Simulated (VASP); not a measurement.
# Mo12H in VASP: single point with PBE

Aim: the single point of Mo12H with PBE.

All numbers are computed with VASP 6.6.1; they aren't measurements. Logs are shortened: lines on timing, memory, paths and dates and some standing lists are left out, and cuts for length are marked.

### 1 The cell of the first run

The cell holds a slab with vacuum, 13 atoms: a = 5.474 Å, b = 5.474 Å, c = 19.808 Å, α = 90.00°, β = 90.00°, γ = 109.47°.

### 2 Single point, PBE

Contents of INCAR:

```
SYSTEM = Mo12H
  ALGO = Normal
  DIPOL = 0.5 0.5 0.326
  EDIFF = 1E-6
  ENCUT = 520
  GGA = PE
  IDIPOL = 3
  ISIF = 2
  ISMEAR = 0
  LASPH = .TRUE.
  LCHARG = .FALSE.
  LDIPOL = .TRUE.
  LREAL = .FALSE.
  LWAVE = .FALSE.
  NBANDS = 96
  NELM = 100
  PREC = Accurate
  SIGMA = 0.1
```

Contents of KPOINTS:

```
k-points
0
G
  5 5 1
  0 0 0
```

Contents of POSCAR:

```
Mo12H
1.0
    5.4740909337      0.0000000000      0.0000000000
   -1.8246969779      5.1610224267      0.0000000000
    0.0000000000      0.0000000000     19.8082441144
Mo H
12 1
Direct
    0.2500000000      0.2500000000      0.2019361220
    0.2500000000      0.7500000000      0.2019361220
    0.7500000000      0.2500000000      0.2019361220
    0.7500000000      0.7500000000      0.2019361220
    0.0000000000      0.0000000000      0.3106875863
    0.0000000000      0.5000000000      0.3106875863
    0.5000000000      0.0000000000      0.3106875863
    0.5000000000      0.5000000000      0.3106875863
    0.2500000000      0.2500000000      0.4194336493
    0.2500000000      0.7500000000      0.4194336493
    0.7500000000      0.2500000000      0.4194336493
    0.7500000000      0.7500000000      0.4194336493
    0.2500000000      0.2500000000      0.5084889634
```

Potentials or basis: VASP PAW PBE potentials, release 64 (Mo_sv, H).

Launch:

```sh
> cat potpaw_PBE.64/Mo_sv/POTCAR potpaw_PBE.64/H/POTCAR > POTCAR
> mpirun -np 1 vasp_std > vasp.out
```

OUTCAR:

```text
SYSTEM = Mo12H
   EDIFF = 1E-6
   ENCUT = 520
   GGA = PE
   ISIF = 2
   ISMEAR = 0
   LASPH = .TRUE.
   LREAL = .FALSE.
   NELM = 100
   PREC = Accurate

 ion  position               nearest neighbor table
   1  0.250  0.250  0.202-   5 2.67   8 2.67   2 2.74   2 2.74   3 2.74   3 2.74   7 3.10   6 3.10
                             4 3.16   4 3.16
   2  0.250  0.750  0.202-   6 2.67   7 2.67   1 2.74   1 2.74   4 2.74   4 2.74   5 3.10   8 3.10
                             3 3.16   3 3.16
   3  0.750  0.250  0.202-   6 2.67   7 2.67   4 2.74   4 2.74   1 2.74   1 2.74   5 3.10   8 3.10
                             2 3.16   2 3.16
   4  0.750  0.750  0.202-   5 2.67   8 2.67   3 2.74   3 2.74   2 2.74   2 2.74   7 3.10   6 3.10
                             1 3.16   1 3.16
   5  0.000  0.000  0.311-   9 2.67  12 2.67   1 2.67   4 2.67   6 2.74   6 2.74   7 2.74   7 2.74
                            11 3.10  10 3.10   3 3.10   2 3.10   8 3.16   8 3.16
   6  0.000  0.500  0.311-  10 2.67  11 2.67   2 2.67   3 2.67   5 2.74   5 2.74   8 2.74   8 2.74
                             9 3.10  12 3.10   1 3.10   4 3.10   7 3.16   7 3.16
   7  0.500  0.000  0.311-  10 2.67  11 2.67   2 2.67   3 2.67   8 2.74   8 2.74   5 2.74   5 2.74
                             9 3.10  12 3.10   1 3.10   4 3.10   6 3.16   6 3.16
   8  0.500  0.500  0.311-   9 2.67  12 2.67   1 2.67   4 2.67   7 2.74   7 2.74   6 2.74   6 2.74
                            11 3.10  10 3.10   3 3.10   2 3.10   5 3.16   5 3.16
   9  0.250  0.250  0.419-  13 1.76   8 2.67   5 2.67  10 2.74  10 2.74  11 2.74  11 2.74   6 3.10
                             7 3.10  12 3.16  12 3.16
  10  0.250  0.750  0.419-   6 2.67   7 2.67   9 2.74   9 2.74  12 2.74  12 2.74   5 3.10   8 3.10
                            11 3.16  11 3.16
  11  0.750  0.250  0.419-   6 2.67   7 2.67  12 2.74  12 2.74   9 2.74   9 2.74   5 3.10   8 3.10
                            10 3.16  10 3.16
  12  0.750  0.750  0.419-   5 2.67   8 2.67  11 2.74  11 2.74  10 2.74  10 2.74   7 3.10   6 3.10
                             9 3.16   9 3.16
  13  0.250  0.250  0.508-   9 1.76

  LATTYP: Found a base centered orthorhombic cell.
 ALAT       =     6.3209357483
 B/A-ratio  =     1.4142135624
 C/A-ratio  =     3.1337518531

  Lattice vectors:

 A1 = (   5.4740909337,   0.0000000000,   0.0000000000)
 A2 = (  -1.8246969779,   5.1610224267,   0.0000000000)
 A3 = (   0.0000000000,   0.0000000000,  19.8082441144)

Analysis of symmetry for initial positions (statically):
=====================================================================
 Subroutine PRICEL returns:
 Original cell was already a primitive cell.

 Routine SETGRP: Setting up the symmetry group for a
 base centered orthorhombic supercell.

 Subroutine GETGRP returns: Found  4 space group operations
 (whereof  2 operations were pure point group operations)
 out of a pool of  8 trial point group operations.

The static configuration has the point symmetry C_1h.
 The point group associated with its full space group is C_2v.

Analysis of symmetry for dynamics (positions and initial velocities):
=====================================================================
 Subroutine PRICEL returns:
 Original cell was already a primitive cell.

 Routine SETGRP: Setting up the symmetry group for a
 base centered orthorhombic supercell.

 Subroutine GETGRP returns: Found  4 space group operations
 (whereof  2 operations were pure point group operations)
 out of a pool of  8 trial point group operations.

The dynamic configuration has the point symmetry C_1h.
 The point group associated with its full space group is C_2v.

 Subroutine INISYM returns: Found  4 space group operations
 (whereof  2 operations are pure point group operations),
 and found     1 'primitive' translations

----------------------------------------------------------------------------------------

                                     Primitive cell

  volume of cell :     559.6207

  direct lattice vectors                    reciprocal lattice vectors
     5.474090934  0.000000000  0.000000000     0.182678734  0.064586686  0.000000000
    -1.824696978  5.161022427  0.000000000     0.000000000  0.193760057  0.000000000
     0.000000000  0.000000000 19.808244114     0.000000000  0.000000000  0.050484030

  length of vectors
     5.474090934  5.474090934 19.808244114     0.193760057  0.193760057  0.050484030

  position of ions in fractional coordinates (direct lattice)
     0.250000000  0.250000000  0.201936122
     0.250000000  0.750000000  0.201936122
     0.750000000  0.250000000  0.201936122
     0.750000000  0.750000000  0.201936122
     0.000000000  0.000000000  0.310687586
     0.000000000  0.500000000  0.310687586
     0.500000000  0.000000000  0.310687586
     0.500000000  0.500000000  0.310687586
     0.250000000  0.250000000  0.419433649
     0.250000000  0.750000000  0.419433649
     0.750000000  0.250000000  0.419433649
     0.750000000  0.750000000  0.419433649
     0.250000000  0.250000000  0.508488963

  ion indices of the primitive-cell ions
   primitive index   ion index
                 1           1
                 2           2
                 3           3
                 4           4
                 5           5
                 6           6
                 7           7
                 8           8
                 9           9
                10          10
                11          11
                12          12
                13          13

----------------------------------------------------------------------------------------

 KPOINTS: k-points

Automatic generation of k-mesh.
 Grid dimensions read from file:
 generate k-points for:    5    5    1

 Generating k-lattice:

  Cartesian coordinates                     Fractional coordinates (reciprocal lattice)
     0.036535747  0.012917337  0.000000000     0.200000000  0.000000000  0.000000000
     0.000000000  0.038752011  0.000000000     0.000000000  0.200000000  0.000000000
     0.000000000  0.000000000  0.050484030     0.000000000  0.000000000  1.000000000

  Length of vectors
     0.038752011  0.038752011  0.050484030

  Shift w.r.t. Gamma in fractional coordinates (k-lattice)
     0.000000000  0.000000000  0.000000000

 Subroutine IBZKPT returns following result:
 ===========================================

 Found      9 irreducible k-points:

 Following reciprocal coordinates:
            Coordinates               Weight
  0.000000  0.000000  0.000000      1.000000
  0.200000 -0.000000  0.000000      4.000000
  0.400000  0.000000  0.000000      4.000000
  0.200000  0.200000  0.000000      2.000000
  0.400000  0.200000  0.000000      4.000000
 -0.400000  0.200000  0.000000      4.000000
 -0.200000  0.200000  0.000000      2.000000
  0.400000  0.400000  0.000000      2.000000
 -0.400000  0.400000  0.000000      2.000000
   k-points           NKPTS =      9   k-points in BZ     NKDIM =      9   number of bands    NBANDS=     96
   number of dos      NEDOS =    301   number of ions     NIONS =     13
   total plane-waves  NPLWV = 264600
   dimension x,y,z NGX =    42 NGY =   42 NGZ =  150
   dimension x,y,z NGXF=    84 NGYF=   84 NGZF=  300
   ions per type =              12   1
   NGX,Y,Z   is equivalent  to a cutoff of  12.76, 12.76, 12.59 a.u.
   NGXF,Y,Z  is equivalent  to a cutoff of  25.51, 25.51, 25.18 a.u.
 SYSTEM =  Mo12H
   PREC   = accura    normal or accurate (medium, high low for compatibility)
   ISTART =      0    job   : 0-new  1-cont  2-samecut
   ICHARG =      2    charge: 1-file 2-atom 10-const
   ISPIN  =      1    spin polarized calculation?
   LNONCOLLINEAR =      F non collinear calculations
   LSORBIT =      F    spin-orbit coupling
   LASPH  =      T    aspherical Exc in radial PAW
   ENCUT  =  520.0 eV  38.22 Ry    6.18 a.u.  10.18 10.18 36.83*2*pi/ulx,y,z
   NELM   =    100;   NELMIN=  2; NELMDL= -5     # of ELM steps
   EDIFF  = 0.1E-05   stopping-criterion for ELM
   LREAL  =      F    real-space projection
   EDIFFG = 0.1E-04   stopping-criterion for IOM
   NSW    =      0    number of steps for IOM
   IBRION =     -1    ionic relax: 0-MD 1-quasi-New 2-CG
   NFREE  =      0    steps in history (QN), initial steepest desc. (CG)
   ISIF   =      2    stress and relaxation
   ISYM   =      2    0-nonsym 1-usesym 2-fastsym
   POTIM  = 0.5000    time-step for ionic-motion
   TEBEG  =    0.0;   TEEND  =   0.0 temperature during run
   PSTRESS=    0.0 pullay stress
   NELECT =     169.0000    total number of electrons
   NUPDOWN=      -1.0000    fix difference up-down
   EMIN   =  10.00;   EMAX   =-10.00  energy-range for DOS
   EFERMI =   0.00;   METHOD = LEGACY
   ISMEAR =     0;   SIGMA  =   0.10  broadening in eV -4-tet -1-fermi 0-gaus
   EFERMI_NEDOS =   21; number of points for ismear=-14 and -15
   IALGO  =     38    algorithm
   IMIX   =      4    mixing-type and parameters
     AMIX     =   0.40;   BMIX     =  1.00
     AMIX_MAG =   1.60;   BMIX_MAG =  1.00
  volume/ion in A,a.u.               =      43.05       290.50
  Fermi-wavevector in a.u.,A,eV,Ry     =   1.098346  2.075573 16.413576  1.206364
  Thomas-Fermi vector in A             =   2.234722
   LORBIT       =      0    0 simple, 1 ext, 2 COOP (PROOUT), +10 PAW based schemes
   GGA     = PE    functional components
   LHFCALC =     F    Hartree Fock is set to
   AEXX    =    0.0000 exact exchange contribution
   IVDW    =     0    specifies the selected vdW correction
   LEPSILON=     F    determine dielectric tensor
   LRPA    =     F    only Hartree local field effects (RPA)
 non-spin polarized calculation
 Gauss-broadening in eV      SIGMA  =   0.10
  energy-cutoff  :      520.00
  volume of cell :      559.62
 maximum number of plane-waves:     15102
 NGX is ok and might be reduce to    42
   NGX = 21   NGY = 21   NGZ = 73

 dipolmoment           0.000000      0.000000     -0.009168 electrons x Angstroem

 number of electron     168.9999987 magnetization

 dipolmoment           0.000000      0.000000      0.057126 electrons x Angstroem

 Free energy of the ion-electron system (eV)
  ---------------------------------------------------
  ext. energy  EPLUGINS =         0.00000000
  ---------------------------------------------------
  free energy    TOTEN  =      -124.33403421 eV

  energy without entropy =     -124.26369748  energy(sigma->0) =     -124.29886585

 E-fermi :   1.1121     XC(G=0):  -5.5711

 val. band max:        1.1044374019   @ k =   0.4000   0.0000   0.0000
 cond. band min:       1.1146895401   @ k =  -0.4000   0.4000   0.0000
 fundamental gap:      0.0102521383
 Fermi energy:         1.1120713581

 k-point     1 :       0.0000    0.0000    0.0000
  band No.  band energies     occupation
      1     -60.1279      2.00000
      2     -59.9584      2.00000
      3     -59.9425      2.00000
      4     -59.8889      2.00000
      5     -59.8445      2.00000
      6     -59.7991      2.00000
[... 88 lines left out ...]
     95       2.8274      0.00000
     96       2.8652      0.00000

 k-point     2 :       0.2000   -0.0000    0.0000
  band No.  band energies     occupation
      1     -60.1120      2.00000
      2     -59.9712      2.00000
      3     -59.9422      2.00000
      4     -59.8943      2.00000
      5     -59.8342      2.00000
      6     -59.7922      2.00000
[... 781 lines left out ...]
     95       2.0215      0.00000
     96       2.0466      0.00000

------------------------ aborting loop because EDIFF is reached ----------------------------------------

 vacuum level on the upper side and lower side of the slab       (xc-potential included)         0.049        -0.313

  FORCE on cell =-STRESS in cart. coord.  units (eV):
  Direction    XX          YY          ZZ          XY          YZ          ZX
  --------------------------------------------------------------------------------------
  -------------------------------------------------------------------------------------
  Total      -10.6637370     -9.6694638      1.2002216      1.4061147      0.0000000      0.0000000
  in kB      -30.5299629    -27.6833881      3.4361990      4.0256647      0.0000000      0.0000000
  external PRESSURE =     -18.2590507 kB  Pullay stress =       0.0000000 kB

 VOLUME and BASIS-vectors are now :
 -----------------------------------------------------------------------------
  energy-cutoff  :      520.00
  volume of cell :      559.62
      direct lattice vectors                 reciprocal lattice vectors
     5.474090934  0.000000000  0.000000000     0.182678734  0.064586686  0.000000000
    -1.824696978  5.161022427  0.000000000     0.000000000  0.193760057  0.000000000
     0.000000000  0.000000000 19.808244114     0.000000000  0.000000000  0.050484030

 POSITION                                       TOTAL-FORCE (eV/Angst)
 -----------------------------------------------------------------------------------
      0.91235      1.29026      4.00000        -0.000000      0.000000      0.088680
      0.00000      3.87077      4.00000        -0.000000      0.000000     -0.111679
      3.64939      1.29026      4.00000        -0.000000      0.000000     -0.111679
      2.73705      3.87077      4.00000        -0.000000     -0.000000      0.262188
      0.00000      0.00000      6.15418        -0.202092     -0.285801     -0.498939
     -0.91235      2.58051      6.15418         0.006665     -0.004713      0.073421
      2.73705      0.00000      6.15418        -0.006665      0.004713      0.073421
      1.82470      2.58051      6.15418         0.202092      0.285801     -0.498939
      0.91235      1.29026      8.30824        -0.000000      0.000000      0.667731
      0.00000      3.87077      8.30824        -0.000000      0.000000      0.152416
      3.64939      1.29026      8.30824        -0.000000     -0.000000      0.152416
      2.73705      3.87077      8.30824        -0.000000      0.000000     -0.248932
      0.91235      1.29026     10.07227        -0.000000      0.000000     -0.000104
 -----------------------------------------------------------------------------------
    total drift:                                0.000000      0.000000      0.000592

  FREE ENERGIE OF THE ION-ELECTRON SYSTEM (eV)
  ---------------------------------------------------
  free  energy   TOTEN  =      -124.3340342126 eV

  energy  without entropy=     -124.2636974788  energy(sigma->0) =     -124.29886585

 vacuum level on the upper side and lower side of the slab         6.006         5.634
```

Run time: 15 min. Hardware: 1 thread of Intel Xeon 6975P-C (Granite Rapids), shared host; peak memory 0.71 GiB.

Results:

```
Free energy   : -124.3340 eV
Largest force : 0.668 eV/Å
```

Forces on the atoms (eV/Å):
```
Mo   0.000  0.000  0.089
Mo   0.000  0.000 -0.112
Mo   0.000  0.000 -0.112
Mo   0.000  0.000  0.262
Mo  -0.202 -0.286 -0.499
Mo   0.007 -0.005  0.073
Mo  -0.007  0.005  0.073
Mo   0.202  0.286 -0.499
Mo   0.000  0.000  0.668
Mo   0.000  0.000  0.152
Mo   0.000  0.000  0.152
Mo   0.000  0.000 -0.249
H    0.000  0.000  0.000
```
